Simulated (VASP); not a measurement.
# Sn (P6_3/mmc) in VASP: further runs

Runs on Sn. Level: PBEsol. Tasks: single point.

Everything below comes from runs of VASP 6.6.1. Logs are shortened: lines on timing, memory, paths and dates and some standing lists are left out, and cuts for length are marked.

## (1) The cell of the first run

It takes space group P6_3/mmc (No. 194, hexagonal). The conventional cell has a = 3.327 Å, b = 3.327 Å, c = 5.476 Å, α = 90.00°, β = 90.00°, γ = 120.00°. Within 4.4 Å of Sn (site symmetry -6m2) lie 12 Sn at 3.33 to 3.34 Å.

## (2) Single point, PBEsol

Contents of INCAR:

```
PREC = Accurate
ENCUT = 520
EDIFF = 1E-6
ISMEAR = 0
SIGMA = 0.1
LREAL = False
LASPH = True
NELM = 80
ALGO = Fast
ISIF = 2
LWAVE = False
LCHARG = False
GGA = PS
NBANDS = 21
```

Contents of KPOINTS:

```
Automatic mesh
0
Gamma
  21 21 10
```

Contents of POSCAR:

```
Sn
1.0
    3.3267763415      0.0000000000      0.0000000000
   -1.6633881708      2.8810728245      0.0000000000
    0.0000000000      0.0000000000      5.4762780863
Sn
2
Direct
    0.3333333333      0.6666666667      0.2500000000
    0.6666666667      0.3333333333      0.7500000000
```

Potentials or basis: VASP PAW PBE potentials, release 64 (Sn_d).

On the command line:

```console
$ cat potpaw_PBE.64/Sn_d/POTCAR > POTCAR
$ mpirun -np 1 vasp_std > vasp.out
```

OUTCAR:

```text
PREC = Accurate
   ENCUT = 520
   EDIFF = 1E-6
   ISMEAR = 0
   LREAL = False
   LASPH = True
   NELM = 80
   ISIF = 2
   GGA = PS

 ion  position               nearest neighbor table
   1  0.333  0.667  0.250-   2 3.34   2 3.34   2 3.34   2 3.34   2 3.34   2 3.34
   2  0.667  0.333  0.750-   1 3.34   1 3.34   1 3.34   1 3.34   1 3.34   1 3.34

  LATTYP: Found a hexagonal cell.
 ALAT       =     3.3267763415
 C/A-ratio  =     1.6461215075

  Lattice vectors:

 A1 = (   3.3267763415,   0.0000000000,   0.0000000000)
 A2 = (  -1.6633881708,   2.8810728245,   0.0000000000)
 A3 = (   0.0000000000,   0.0000000000,   5.4762780863)

Analysis of symmetry for initial positions (statically):
=====================================================================
 Subroutine PRICEL returns:
 Original cell was already a primitive cell.

 Routine SETGRP: Setting up the symmetry group for a
 hexagonal supercell.

 Subroutine GETGRP returns: Found 24 space group operations
 (whereof 12 operations were pure point group operations)
 out of a pool of 24 trial point group operations.

The static configuration has the point symmetry D_3d.
 The point group associated with its full space group is D_6h.

Analysis of symmetry for dynamics (positions and initial velocities):
=====================================================================
 Subroutine PRICEL returns:
 Original cell was already a primitive cell.

 Routine SETGRP: Setting up the symmetry group for a
 hexagonal supercell.

 Subroutine GETGRP returns: Found 24 space group operations
 (whereof 12 operations were pure point group operations)
 out of a pool of 24 trial point group operations.

The dynamic configuration has the point symmetry D_3d.
 The point group associated with its full space group is D_6h.

 Subroutine INISYM returns: Found 24 space group operations
 (whereof 12 operations are pure point group operations),
 and found     1 'primitive' translations

----------------------------------------------------------------------------------------

                                     Primitive cell

  volume of cell :      52.4884

  direct lattice vectors                    reciprocal lattice vectors
     3.326776342  0.000000000  0.000000000     0.300591292  0.173546464  0.000000000
    -1.663388171  2.881072824  0.000000000     0.000000000  0.347092927  0.000000000
     0.000000000  0.000000000  5.476278086     0.000000000  0.000000000  0.182605774

  length of vectors
     3.326776342  3.326776342  5.476278086     0.347092927  0.347092927  0.182605774

  position of ions in fractional coordinates (direct lattice)
     0.333333333  0.666666667  0.250000000
     0.666666667  0.333333333  0.750000000

  ion indices of the primitive-cell ions
   primitive index   ion index
                 1           1
                 2           2

----------------------------------------------------------------------------------------

 KPOINTS: Automatic mesh

Automatic generation of k-mesh.
 Grid dimensions read from file:
 generate k-points for:   21   21   10

 Generating k-lattice:

  Cartesian coordinates                     Fractional coordinates (reciprocal lattice)
     0.014313871  0.008264117  0.000000000     0.047619048  0.000000000  0.000000000
     0.000000000  0.016528235  0.000000000     0.000000000  0.047619048  0.000000000
     0.000000000  0.000000000  0.018260577     0.000000000  0.000000000  0.100000000

  Length of vectors
     0.016528235  0.016528235  0.018260577

  Shift w.r.t. Gamma in fractional coordinates (k-lattice)
     0.000000000  0.000000000  0.000000000

 Subroutine IBZKPT returns following result:
 ===========================================

 Found    288 irreducible k-points:

 Following reciprocal coordinates:
            Coordinates               Weight
  0.000000  0.000000  0.000000      1.000000
  0.047619  0.000000  0.000000      6.000000
  0.095238  0.000000  0.000000      6.000000
  0.142857  0.000000  0.000000      6.000000
  0.190476  0.000000  0.000000      6.000000
  0.238095  0.000000  0.000000      6.000000
[... 16 lines left out ...]
  0.142857  0.095238  0.000000     12.000000
  0.190476  0.095238  0.000000     12.000000
 [... further k-points ...]
   k-points           NKPTS =    288   k-points in BZ     NKDIM =    288   number of bands    NBANDS=     21
   number of dos      NEDOS =    301   number of ions     NIONS =      2
   total plane-waves  NPLWV =  32928
   dimension x,y,z NGX =    28 NGY =   28 NGZ =   42
   dimension x,y,z NGXF=    56 NGYF=   56 NGZF=   84
   ions per type =               2
   NGX,Y,Z   is equivalent  to a cutoff of  13.99, 13.99, 12.75 a.u.
   NGXF,Y,Z  is equivalent  to a cutoff of  27.98, 27.98, 25.50 a.u.
 SYSTEM =  unknown system
   PREC   = accura    normal or accurate (medium, high low for compatibility)
   ISTART =      0    job   : 0-new  1-cont  2-samecut
   ICHARG =      2    charge: 1-file 2-atom 10-const
   ISPIN  =      1    spin polarized calculation?
   LNONCOLLINEAR =      F non collinear calculations
   LSORBIT =      F    spin-orbit coupling
   LASPH  =      T    aspherical Exc in radial PAW
   ENCUT  =  520.0 eV  38.22 Ry    6.18 a.u.   6.19  6.19 10.18*2*pi/ulx,y,z
   NELM   =     80;   NELMIN=  2; NELMDL= -5     # of ELM steps
   EDIFF  = 0.1E-05   stopping-criterion for ELM
   LREAL  =      F    real-space projection
   EDIFFG = 0.1E-04   stopping-criterion for IOM
   NSW    =      0    number of steps for IOM
   IBRION =     -1    ionic relax: 0-MD 1-quasi-New 2-CG
   NFREE  =      0    steps in history (QN), initial steepest desc. (CG)
   ISIF   =      2    stress and relaxation
   ISYM   =      2    0-nonsym 1-usesym 2-fastsym
   POTIM  = 0.5000    time-step for ionic-motion
   TEBEG  =    0.0;   TEEND  =   0.0 temperature during run
   PSTRESS=    0.0 pullay stress
   NELECT =      28.0000    total number of electrons
   NUPDOWN=      -1.0000    fix difference up-down
   EMIN   =  10.00;   EMAX   =-10.00  energy-range for DOS
   EFERMI =   0.00;   METHOD = LEGACY
   ISMEAR =     0;   SIGMA  =   0.10  broadening in eV -4-tet -1-fermi 0-gaus
   EFERMI_NEDOS =   21; number of points for ismear=-14 and -15
   IALGO  =     68    algorithm
   IMIX   =      4    mixing-type and parameters
     AMIX     =   0.40;   BMIX     =  1.00
     AMIX_MAG =   1.60;   BMIX_MAG =  1.00
  volume/ion in A,a.u.               =      26.24       177.10
  Fermi-wavevector in a.u.,A,eV,Ry     =   1.327720  2.509026 23.984889  1.762840
  Thomas-Fermi vector in A             =   2.457011
   LORBIT       =      0    0 simple, 1 ext, 2 COOP (PROOUT), +10 PAW based schemes
   GGA     = PS    functional components
   LHFCALC =     F    Hartree Fock is set to
   AEXX    =    0.0000 exact exchange contribution
   IVDW    =     0    specifies the selected vdW correction
   LEPSILON=     F    determine dielectric tensor
   LRPA    =     F    only Hartree local field effects (RPA)
 non-spin polarized calculation
 RMM-DIIS sequential band-by-band and
 Gauss-broadening in eV      SIGMA  =   0.10
  energy-cutoff  :      520.00
  volume of cell :       52.49
 maximum number of plane-waves:      1436
 NGX is ok and might be reduce to    28
   NGX = 13   NGY = 13   NGZ = 21

 number of electron      27.9999989 magnetization

 Free energy of the ion-electron system (eV)
  ---------------------------------------------------
  ext. energy  EPLUGINS =         0.00000000
  ---------------------------------------------------
  free energy    TOTEN  =        -8.48159862 eV

  energy without entropy =       -8.47620872  energy(sigma->0) =       -8.47890367

 E-fermi :   8.3561     XC(G=0): -10.6697

 val. band max:        8.3523157502   @ k =   0.1905   0.0000   0.4000
 cond. band min:       8.3696508401   @ k =   0.3810   0.1905   0.5000
 fundamental gap:      0.0173350899
 Fermi energy:         8.3560678324

 k-point     1 :       0.0000    0.0000    0.0000
  band No.  band energies     occupation
      1     -13.0708      2.00000
      2     -13.0703      2.00000
      3     -13.0578      2.00000
      4     -13.0578      2.00000
      5     -13.0459      2.00000
      6     -13.0459      2.00000
[... 13 lines left out ...]
     20      18.2946      0.00000
     21      20.6218      0.00000

 k-point     2 :       0.0476    0.0000    0.0000
  band No.  band energies     occupation
      1     -13.0726      2.00000
      2     -13.0695      2.00000
      3     -13.0551      2.00000
      4     -13.0543      2.00000
      5     -13.0445      2.00000
      6     -13.0425      2.00000
[... 13 lines left out ...]
     20      18.4261      0.00000
     21      20.4012      0.00000

 k-point     3 :       0.0952    0.0000    0.0000
  band No.  band energies     occupation
      1     -13.0793      2.00000
      2     -13.0655      2.00000
      3     -13.0494      2.00000
      4     -13.0440      2.00000
      5     -13.0381      2.00000
      6     -13.0323      2.00000
[... 13 lines left out ...]
     20      19.0127      0.00000
     21      19.6342      0.00000

 k-point     4 :       0.1429    0.0000    0.0000
  band No.  band energies     occupation
      1     -13.0895      2.00000
      2     -13.0587      2.00000
      3     -13.0466      2.00000
      4     -13.0278      2.00000
      5     -13.0229      2.00000
      6     -13.0204      2.00000
[... 13 lines left out ...]
     20      18.8666      0.00000
     21      19.5423      0.00000

 k-point     5 :       0.1905    0.0000    0.0000
  band No.  band energies     occupation
      1     -13.1015      2.00000
      2     -13.0552      2.00000
      3     -13.0398      2.00000
      4     -13.0306      2.00000
      5     -13.0235      2.00000
      6     -13.0071      2.00000
[... 13 lines left out ...]
     20      18.4132      0.00000
     21      19.7131      0.00000
[... 382 lines left out ...]
     20      16.7131      0.00000
     21      19.4726      0.00000

 k-point    22 :       0.0952    0.0952    0.0000
  band No.  band energies     occupation
      1     -13.0799      2.00000
      2     -13.0748      2.00000
      3     -13.0348      2.00000
      4     -13.0332      2.00000
      5     -13.0228      2.00000
      6     -13.0221      2.00000
[... 13 lines left out ...]
     20      18.3274      0.00000
     21      18.7638      0.00000

 k-point    23 :       0.1429    0.0952    0.0000
  band No.  band energies     occupation
      1     -13.0890      2.00000
      2     -13.0694      2.00000
      3     -13.0331      2.00000
      4     -13.0321      2.00000
      5     -13.0281      2.00000
      6     -13.0184      2.00000
[... 13 lines left out ...]
     20      17.8731      0.00000
     21      18.8032      0.00000

 k-point    24 :       0.1905    0.0952    0.0000
  band No.  band energies     occupation
      1     -13.1009      2.00000
      2     -13.0615      2.00000
      3     -13.0456      2.00000
      4     -13.0340      2.00000
      5     -13.0285      2.00000
      6     -12.9988      2.00000
[... 13 lines left out ...]
     20      17.1931      0.00000
     21      19.3175      0.00000

 [... further k-points ...]
[... 5 lines left out ...]
  --------------------------------------------------------------------------------------
  -------------------------------------------------------------------------------------
  Total       -0.0350965     -0.0350965     -0.0243042      0.0000000      0.0000000      0.0000000
  in kB       -1.0713012     -1.0713012     -0.7418724      0.0000000      0.0000000      0.0000000
  external PRESSURE =      -0.9614916 kB  Pullay stress =       0.0000000 kB

 VOLUME and BASIS-vectors are now :
 -----------------------------------------------------------------------------
  energy-cutoff  :      520.00
  volume of cell :       52.49
      direct lattice vectors                 reciprocal lattice vectors
     3.326776342  0.000000000  0.000000000     0.300591292  0.173546464  0.000000000
    -1.663388171  2.881072824  0.000000000     0.000000000  0.347092927  0.000000000
     0.000000000  0.000000000  5.476278086     0.000000000  0.000000000  0.182605774

 POSITION                                       TOTAL-FORCE (eV/Angst)
 -----------------------------------------------------------------------------------
     -0.00000      1.92072      1.36907         0.000000      0.000000      0.000000
      1.66339      0.96036      4.10721        -0.000000     -0.000000      0.000000
 -----------------------------------------------------------------------------------
    total drift:                               -0.000000      0.000000      0.000000

  FREE ENERGIE OF THE ION-ELECTRON SYSTEM (eV)
  ---------------------------------------------------
  free  energy   TOTEN  =        -8.4815986160 eV

  energy  without entropy=       -8.4762087223  energy(sigma->0) =       -8.47890367
```

Run time: 5.6 min. Hardware: 1 thread of Intel Xeon 6975P-C (Granite Rapids), shared host; peak memory 0.36 GiB.

What came out:

* Free energy: -8.4816 eV
* Pressure: -0.1 GPa
* Band gap on the k mesh: zero (band 14 reaches 14.45 eV, above the bottom of band 15 at 5.90 eV)

Levels at points of the mesh, in eV from the Fermi level:
| k point | band 11 | band 12 | band 13 | band 14 | band 15 | band 16 | band 17 | band 18 |
| --- | --- | --- | --- | --- | --- | --- | --- | --- |
| (0.00, 0.00, 0.00) | -11.36 | -6.90 | -4.79 | 6.05 | 6.05 | 7.85 | 7.85 | 8.01 |
| (0.00, 0.00, 0.50) | -10.05 | -10.05 | 0.95 | 0.95 | 6.99 | 6.99 | 6.99 | 6.99 |

Caveat: the PAW data sets were made with another functional, which shifts forces and pressure a little; spin-orbit coupling is left out, which moves the levels of the heavy elements.

[end of part 1 of 2]
